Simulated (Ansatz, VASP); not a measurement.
**Two plane-wave programs on Si11N12**

INCAR

```
SYSTEM = Si11N12
ALGO = Normal
EDIFF = 1E-7
ENCUT = 520
GGA = PE
ISIF = 2
ISMEAR = 0
LASPH = .TRUE.
LCHARG = .TRUE.
LELF = .TRUE.
LREAL = Auto
LVHAR = .TRUE.
LWAVE = .FALSE.
NBANDS = 69
NELM = 60
PREC = Accurate
SIGMA = 0.02
```

Contents of KPOINTS:

```
k-points
0
G
  4 4 4
  0 0 0
```

The input POSCAR:

```
Si11N12
1.0
    6.2732720000     -0.3008970000      0.0849020000
   -0.3206050000      6.8184390000      0.2902430000
    0.0733970000      0.2907770000      6.5237230000
Si N
11 12
Direct
    0.7245989118      0.5884156902      0.3914314591
    0.9895139120      0.0439332093      0.6104350696
    0.5533115513      0.1514909877      0.2328472606
    0.6419143491      0.4747411457      0.9738609180
    0.4702206944      0.0703092054      0.6322078094
    0.1488853997      0.7339024352      0.9737518226
    0.7282396603      0.8755347244      0.9895041232
    0.5146614822      0.6534186582      0.7001699867
    0.2193794725      0.3235862636      0.8855005013
    0.1378139702      0.8867782716      0.3236366312
    0.9228513221      0.3190078379      0.0889377551
    0.4357380835      0.2827666775      0.0395337217
    0.2508863919      0.5748248938      0.7959497569
    0.7012788657      0.3194142885      0.3932279390
    0.4035189744      0.9761153226      0.3954558403
    0.2349036297      0.1827650897      0.6779923582
    0.9494146620      0.8607127976      0.8265102126
    0.5175089075      0.8842693183      0.8138845838
    0.0664391955      0.5437000659      0.1828742356
    0.6384588159      0.6628150357      0.1470825272
    0.0101136417      0.6391698522      0.3687620944
    0.7836581960      0.0695552490      0.1349611809
    0.7373340775      0.1864930172      0.5841848199
```

Input for Ansatz:

```yaml
crystal:
  lattice:
    - [6.273272, -0.300897, 0.084902]
    - [-0.320605, 6.818439, 0.290243]
    - [0.073397, 0.290777, 6.523723]
  atoms:
    - { symbol: Si, position: [0.7245989118, 0.5884156902, 0.3914314591] }
    - { symbol: Si, position: [0.989513912, 0.0439332093, 0.6104350696] }
    - { symbol: Si, position: [0.5533115513, 0.1514909877, 0.2328472606] }
    - { symbol: Si, position: [0.6419143491, 0.4747411457, 0.973860918] }
    - { symbol: Si, position: [0.4702206944, 0.0703092054, 0.6322078094] }
    - { symbol: Si, position: [0.1488853997, 0.7339024352, 0.9737518226] }
    - { symbol: Si, position: [0.7282396603, 0.8755347244, 0.9895041232] }
    - { symbol: Si, position: [0.5146614822, 0.6534186582, 0.7001699867] }
    - { symbol: Si, position: [0.2193794725, 0.3235862636, 0.8855005013] }
    - { symbol: Si, position: [0.1378139702, 0.8867782716, 0.3236366312] }
    - { symbol: Si, position: [0.9228513221, 0.3190078379, 0.0889377551] }
    - { symbol: "N", position: [0.4357380835, 0.2827666775, 0.0395337217] }
    - { symbol: "N", position: [0.2508863919, 0.5748248938, 0.7959497569] }
    - { symbol: "N", position: [0.7012788657, 0.3194142885, 0.393227939] }
    - { symbol: "N", position: [0.4035189744, 0.9761153226, 0.3954558403] }
    - { symbol: "N", position: [0.2349036297, 0.1827650897, 0.6779923582] }
    - { symbol: "N", position: [0.949414662, 0.8607127976, 0.8265102126] }
    - { symbol: "N", position: [0.5175089075, 0.8842693183, 0.8138845838] }
    - { symbol: "N", position: [0.0664391955, 0.5437000659, 0.1828742356] }
    - { symbol: "N", position: [0.6384588159, 0.6628150357, 0.1470825272] }
    - { symbol: "N", position: [0.0101136417, 0.6391698522, 0.3687620944] }
    - { symbol: "N", position: [0.783658196, 0.069555249, 0.1349611809] }
    - { symbol: "N", position: [0.7373340775, 0.1864930172, 0.5841848199] }
basis:
  ecutwfc: 420
kpoints:
  mp_grid: { grid: [4, 4, 4] }
hamiltonian:
  xc: pbe
scf:
  occupations: { method: gaussian, width: 0.02 }
  n_extra_bands: 11
output:
  forces: true
  stress: true
  eigenvalues: true
  populations: true
  dos:
    method: { smearing: { sigma: 0.1, scheme: gaussian } }
    projected: true
    de: 0.02
  write_density: true
  write_potential: true
  elf: true
  volumetric_format: npy
```

Alike in both runs: task single point; functional PBE; k mesh 4 × 4 × 4; occupations gaussian, width 0.02 eV; no spin polarisation.

|  | VASP | Ansatz |
| --- | --- | --- |
| version | VASP 6.6.1 | Ansatz 0.2.0 |
| potentials or method | VASP PAW PBE potentials, release 64 (Si, N), cutoff 520 eV | scalar-relativistic, plane waves, PAW |
| valence electrons in the cell | 104 | 104 |

Ansatz gave:

* gap on the k mesh at the Fermi level (eV): 1.47
* least direct gap on the mesh (eV): 1.55
* rms of the force components (eV/Å): 0.013

Task: Estimate VASP's values.

Result: gap on the k mesh at the Fermi level (eV): 1.46; least direct gap on the mesh (eV): 1.54; rms of the force components (eV/Å): 0.019.

Atom by atom the forces differ by 0.012 eV/Å (rms over components).
